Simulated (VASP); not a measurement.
# P in VASP: single point with PBEsol

Aim: the single point of P with PBEsol.

Program: VASP 6.6.1. These are calculated values, not measurements. Logs are shortened: lines on timing, memory, paths and dates and some standing lists are left out, and cuts for length are marked.

## (1) The cell of the first run

The cell holds a slab with vacuum, 4 atoms: a = 3.352 Å, b = 34.628 Å, c = 4.692 Å, α = 91.37°, β = 90.60°, γ = 91.27°.

## (2) Single point, PBEsol (atoms moved at random and the cell strained at random)

INCAR reads:

```
PREC = Accurate
ENCUT = 520
EDIFF = 1E-6
ISMEAR = 0
SIGMA = 0.05
LREAL = False
LASPH = True
NELM = 100
ALGO = Normal
ISIF = 2
LWAVE = False
LCHARG = False
GGA = PS
NBANDS = 18
```

KPOINTS reads:

```
Automatic mesh
0
Gamma
  8 1 6
```

POSCAR reads:

```
P
1.0
    3.3518459700     -0.0367050223     -0.0175781964
   -0.3896267323     34.6236991493     -0.4183736971
   -0.0247961165     -0.0555968868      4.6919704482
P
4
Direct
    0.0041543812      0.9701631862      0.6012185407
    0.0101738230      0.0302071714      0.4013975024
    0.4853022130      0.0300224555      0.0863720680
    0.5003695828      0.9696071868      0.9110118888
```

Potentials or basis: VASP PAW PBE potentials, release 64 (P).

Started as:

```console
> cat potpaw_PBE.64/P/POTCAR > POTCAR
> mpirun -np 1 vasp_std > vasp.out
```

OUTCAR:

```text
PREC = Accurate
   ENCUT = 520
   EDIFF = 1E-6
   ISMEAR = 0
   LREAL = False
   LASPH = True
   NELM = 100
   ISIF = 2
   GGA = PS

 ion  position               nearest neighbor table
   1  0.004  0.970  0.601-   4 2.20   4 2.24   2 2.30
   2  0.010  0.030  0.401-   3 2.18   3 2.29   1 2.30
   3  0.485  0.030  0.086-   2 2.18   4 2.23   2 2.29
   4  0.500  0.970  0.911-   1 2.20   3 2.23   1 2.24

  LATTYP: Found a triclinic cell.
 ALAT       =    34.7163500329
 B/A-ratio  =     0.0965566087
 C/A-ratio  =     0.1351629806
 COS(alpha) =     0.0103977308
 COS(beta)  =     0.0248115993
 COS(gamma) =     0.0744768251

  Lattice vectors:

 A1 = (   2.9622192377,  34.5869941270,  -0.4359518935)
 A2 = (   3.3518459700,  -0.0367050223,  -0.0175781964)
 A3 = (   0.0247961165,   0.0555968868,  -4.6919704482)

Analysis of symmetry for initial positions (statically):
=====================================================================
 Subroutine PRICEL returns:
 Original cell was already a primitive cell.

 Routine SETGRP: Setting up the symmetry group for a
 triclinic supercell.

 Subroutine GETGRP returns: Found  1 space group operations
 (whereof  1 operations were pure point group operations)
 out of a pool of  2 trial point group operations.

The static configuration has the point symmetry C_1 .

Analysis of symmetry for dynamics (positions and initial velocities):
=====================================================================
 Subroutine PRICEL returns:
 Original cell was already a primitive cell.

 Routine SETGRP: Setting up the symmetry group for a
 triclinic supercell.

 Subroutine GETGRP returns: Found  1 space group operations
 (whereof  1 operations were pure point group operations)
 out of a pool of  2 trial point group operations.

The dynamic configuration has the point symmetry C_1 .

 Subroutine INISYM returns: Found  1 space group operations
 (whereof  1 operations are pure point group operations),
 and found     1 'primitive' translations

----------------------------------------------------------------------------------------

                                     Primitive cell

  volume of cell :     544.3578

  direct lattice vectors                    reciprocal lattice vectors
     3.351845970 -0.036705022 -0.017578196     0.298388529  0.003377358  0.001616943
    -0.389626732 34.623699149 -0.418373697     0.000318166  0.028889689  0.000344006
    -0.024796116 -0.055596887  4.691970448     0.001146266  0.002588689  0.213166804

  length of vectors
     3.352093026 34.628418796  4.692365347     0.298412023  0.028893489  0.213185604

  position of ions in fractional coordinates (direct lattice)
     0.004154381  0.970163186  0.601218541
     0.010173823  0.030207171  0.401397502
     0.485302213  0.030022456  0.086372068
     0.500369583  0.969607187  0.911011889

  ion indices of the primitive-cell ions
   primitive index   ion index
                 1           1
                 2           2
                 3           3
                 4           4

----------------------------------------------------------------------------------------

 KPOINTS: Automatic mesh

Automatic generation of k-mesh.
 Grid dimensions read from file:
 generate k-points for:    8    1    6

 Generating k-lattice:

  Cartesian coordinates                     Fractional coordinates (reciprocal lattice)
     0.037298566  0.000422170  0.000202118     0.125000000  0.000000000  0.000000000
     0.000318166  0.028889689  0.000344006     0.000000000  1.000000000  0.000000000
     0.000191044  0.000431448  0.035527801     0.000000000  0.000000000  0.166666667

  Length of vectors
     0.037301503  0.028893489  0.035530934

  Shift w.r.t. Gamma in fractional coordinates (k-lattice)
     0.000000000  0.000000000  0.000000000

 Subroutine IBZKPT returns following result:
 ===========================================

 Found     26 irreducible k-points:

 Following reciprocal coordinates:
            Coordinates               Weight
  0.000000  0.000000  0.000000      1.000000
  0.125000 -0.000000  0.000000      2.000000
  0.250000 -0.000000  0.000000      2.000000
  0.375000 -0.000000 -0.000000      2.000000
  0.500000 -0.000000  0.000000      1.000000
  0.000000  0.000000  0.166667      2.000000
[... 16 lines left out ...]
  0.125000  0.000000  0.500000      2.000000
  0.250000 -0.000000  0.500000      2.000000
 [... further k-points ...]
   k-points           NKPTS =     26   k-points in BZ     NKDIM =     26   number of bands    NBANDS=     18
   number of dos      NEDOS =    301   number of ions     NIONS =      4
   total plane-waves  NPLWV = 272160
   dimension x,y,z NGX =    28 NGY =  270 NGZ =   36
   dimension x,y,z NGXF=    56 NGYF=  540 NGZF=   72
   ions per type =               4
   NGX,Y,Z   is equivalent  to a cutoff of  13.89, 12.96, 12.75 a.u.
   NGXF,Y,Z  is equivalent  to a cutoff of  27.77, 25.92, 25.51 a.u.
 SYSTEM =  unknown system
   PREC   = accura    normal or accurate (medium, high low for compatibility)
   ISTART =      0    job   : 0-new  1-cont  2-samecut
   ICHARG =      2    charge: 1-file 2-atom 10-const
   ISPIN  =      1    spin polarized calculation?
   LNONCOLLINEAR =      F non collinear calculations
   LSORBIT =      F    spin-orbit coupling
   LASPH  =      T    aspherical Exc in radial PAW
   ENCUT  =  520.0 eV  38.22 Ry    6.18 a.u.   6.23 64.39  8.72*2*pi/ulx,y,z
   NELM   =    100;   NELMIN=  2; NELMDL= -5     # of ELM steps
   EDIFF  = 0.1E-05   stopping-criterion for ELM
   LREAL  =      F    real-space projection
   EDIFFG = 0.1E-04   stopping-criterion for IOM
   NSW    =      0    number of steps for IOM
   IBRION =     -1    ionic relax: 0-MD 1-quasi-New 2-CG
   NFREE  =      0    steps in history (QN), initial steepest desc. (CG)
   ISIF   =      2    stress and relaxation
   ISYM   =      2    0-nonsym 1-usesym 2-fastsym
   POTIM  = 0.5000    time-step for ionic-motion
   TEBEG  =    0.0;   TEEND  =   0.0 temperature during run
   PSTRESS=    0.0 pullay stress
   NELECT =      20.0000    total number of electrons
   NUPDOWN=      -1.0000    fix difference up-down
   EMIN   =  10.00;   EMAX   =-10.00  energy-range for DOS
   EFERMI =   0.00;   METHOD = LEGACY
   ISMEAR =     0;   SIGMA  =   0.05  broadening in eV -4-tet -1-fermi 0-gaus
   EFERMI_NEDOS =   21; number of points for ismear=-14 and -15
   IALGO  =     38    algorithm
   IMIX   =      4    mixing-type and parameters
     AMIX     =   0.40;   BMIX     =  1.00
     AMIX_MAG =   1.60;   BMIX_MAG =  1.00
  volume/ion in A,a.u.               =     136.09       918.38
  Fermi-wavevector in a.u.,A,eV,Ry     =   0.544239  1.028463  4.029999  0.296197
  Thomas-Fermi vector in A             =   1.573073
   LORBIT       =      0    0 simple, 1 ext, 2 COOP (PROOUT), +10 PAW based schemes
   GGA     = PS    functional components
   LHFCALC =     F    Hartree Fock is set to
   AEXX    =    0.0000 exact exchange contribution
   IVDW    =     0    specifies the selected vdW correction
   LEPSILON=     F    determine dielectric tensor
   LRPA    =     F    only Hartree local field effects (RPA)
 non-spin polarized calculation
 Gauss-broadening in eV      SIGMA  =   0.05
  energy-cutoff  :      520.00
  volume of cell :      544.36
 maximum number of plane-waves:     14705
 NGX is ok and might be reduce to    28
   NGX = 13   NGY =129   NGZ = 17

 number of electron      19.9999999 magnetization

 Free energy of the ion-electron system (eV)
  ---------------------------------------------------
  ext. energy  EPLUGINS =         0.00000000
  ---------------------------------------------------
  free energy    TOTEN  =       -22.69623423 eV

  energy without entropy =      -22.69623423  energy(sigma->0) =      -22.69623423

 E-fermi :  -3.2726     XC(G=0):  -1.7586

 val. band max:       -3.4886329823   @ k =   0.0000   0.0000   0.0000
 cond. band min:      -2.6768810484   @ k =   0.5000  -0.0000   0.0000
 fundamental gap:      0.8117519339
 Fermi energy:        -3.2726422687

 k-point     1 :       0.0000    0.0000    0.0000
  band No.  band energies     occupation
      1     -18.3993      2.00000
      2     -15.9729      2.00000
      3     -12.7201      2.00000
      4      -9.1406      2.00000
      5      -8.3585      2.00000
      6      -7.8177      2.00000
[... 10 lines left out ...]
     17       1.5830      0.00000
     18       1.7243      0.00000

 k-point     2 :       0.1250   -0.0000    0.0000
  band No.  band energies     occupation
      1     -18.2205      2.00000
      2     -15.7859      2.00000
      3     -12.8116      2.00000
      4      -9.0126      2.00000
      5      -8.5386      2.00000
      6      -7.9267      2.00000
[... 10 lines left out ...]
     17       1.4863      0.00000
     18       1.7913      0.00000

 k-point     3 :       0.2500   -0.0000    0.0000
  band No.  band energies     occupation
      1     -17.6906      2.00000
      2     -15.2286      2.00000
      3     -13.3014      2.00000
      4      -9.7416      2.00000
      5      -8.9259      2.00000
      6      -8.6424      2.00000
[... 10 lines left out ...]
     17       1.9910      0.00000
     18       2.0433      0.00000

 k-point     4 :       0.3750   -0.0000   -0.0000
  band No.  band energies     occupation
      1     -16.8350      2.00000
      2     -14.4125      2.00000
      3     -14.2731      2.00000
      4     -11.4397      2.00000
      5      -8.9969      2.00000
      6      -8.3232      2.00000
[... 375 lines left out ...]
      4     -11.7729      2.00000
      5      -6.5355      2.00000
      6      -6.4254      2.00000
[... 10 lines left out ...]
     17       2.1551      0.00000
     18       2.5012      0.00000

 k-point    23 :       0.1250    0.0000    0.5000
  band No.  band energies     occupation
      1     -17.3139      2.00000
      2     -17.0136      2.00000
      3     -11.8271      2.00000
      4     -11.7299      2.00000
      5      -7.6412      2.00000
      6      -7.4403      2.00000
[... 10 lines left out ...]
     17       2.4226      0.00000
     18       2.7605      0.00000

 k-point    24 :       0.2500   -0.0000    0.5000
  band No.  band energies     occupation
      1     -16.8123      2.00000
      2     -16.5096      2.00000
      3     -11.9456      2.00000
      4     -11.8164      2.00000
      5      -8.9928      2.00000
      6      -8.8817      2.00000
[... 10 lines left out ...]
     17       2.6224      0.00000
     18       2.7256      0.00000

 [... further k-points ...]
[... 5 lines left out ...]
  --------------------------------------------------------------------------------------
  -------------------------------------------------------------------------------------
  Total       -2.7151349     -0.5150590     -1.1125328      0.5133831      1.2396495     -0.2705616
  in kB       -7.9913026     -1.5159441     -3.2744546      1.5110112      3.6485902     -0.7963285
  external PRESSURE =      -4.2605671 kB  Pullay stress =       0.0000000 kB

 VOLUME and BASIS-vectors are now :
 -----------------------------------------------------------------------------
  energy-cutoff  :      520.00
  volume of cell :      544.36
      direct lattice vectors                 reciprocal lattice vectors
     3.351845970 -0.036705022 -0.017578196     0.298388529  0.003377358  0.001616943
    -0.389626732 34.623699149 -0.418373697     0.000318166  0.028889689  0.000344006
    -0.024796116 -0.055596887  4.691970448     0.001146266  0.002588689  0.213166804

 POSITION                                       TOTAL-FORCE (eV/Angst)
 -----------------------------------------------------------------------------------
     -0.37898     33.55706      2.41494        -0.375323      0.027328     -0.592263
      0.01238      1.02319      1.87053        -0.518579     -0.050113      0.368051
      1.61282      1.01687      0.38416         0.753415     -0.179773      0.221356
      1.27679     33.50237      3.85999         0.140487      0.202558      0.002856
 -----------------------------------------------------------------------------------
    total drift:                               -0.000007      0.000108     -0.000040

  FREE ENERGIE OF THE ION-ELECTRON SYSTEM (eV)
  ---------------------------------------------------
  free  energy   TOTEN  =       -22.6962342278 eV

  energy  without entropy=      -22.6962342278  energy(sigma->0) =      -22.69623423
```

Wall time 8.1 min (1 thread of Intel Xeon Platinum 8488C (Sapphire Rapids), shared host); peak memory 0.67 GiB.

Results:

- Free energy: -22.6962 eV
- Largest force: 0.806 eV/Å
- Band gap on the k mesh: 0.81 eV (least direct gap 0.94 eV)

Forces in eV/Å, atoms in the order of the input:
```
P   -0.375  0.027 -0.592
P   -0.519 -0.050  0.368
P    0.753 -0.180  0.221
P    0.140  0.203  0.003
```

Caveat: the cell differs from its parent crystal (atoms moved at random and the cell strained at random); the PAW data sets were made with another functional, which shifts forces and pressure a little.
